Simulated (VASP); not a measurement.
BP (lda), 2 atoms in the cell. The structure is cubic, space group F-43m (No. 216). Conventional cell: a = 4.538 Å, b = 4.538 Å, c = 4.538 Å, α = 90.00°, β = 90.00°, γ = 90.00°. Within 2.6 Å of B (site symmetry -43m) lie 4 P at 1.97 Å. Within 2.6 Å of P (site symmetry -43m) lie 4 B at 1.97 Å. 

```yaml
Program: VASP 6.6.1
Task: relaxation of cell and atoms
Functional: LDA
Potentials_or_basis: VASP PAW LDA potentials, release 64 (B, P)
Cutoff: 500 eV
k_mesh: 8 × 8 × 8
Occupations: gaussian, width 0.02 eV
Spin: no spin polarisation
Dipole_correction: no
Further_INCAR_settings: ALGO = Normal; EDIFF = 1e-07; IBRION = 2; EDIFFG = -0.002; NSW = 100; ISIF = 3
```

Potentials or basis: VASP PAW LDA potentials, release 64 (B, P).

The run is started by

```sh
$ cat potpaw_LDA.64/B/POTCAR potpaw_LDA.64/P/POTCAR > POTCAR
$ mpirun -np 1 vasp_std > vasp.out
```

Hardware: 1 thread of Intel Xeon 8259CL, with other jobs on the host.

Q: How long does it take, and how much memory?

A: It took 13 s on 1 thread of Intel Xeon 8259CL (shared host), peak memory 0.12 GiB. Counts: scf iterations 27, k points 29, ion steps 3.
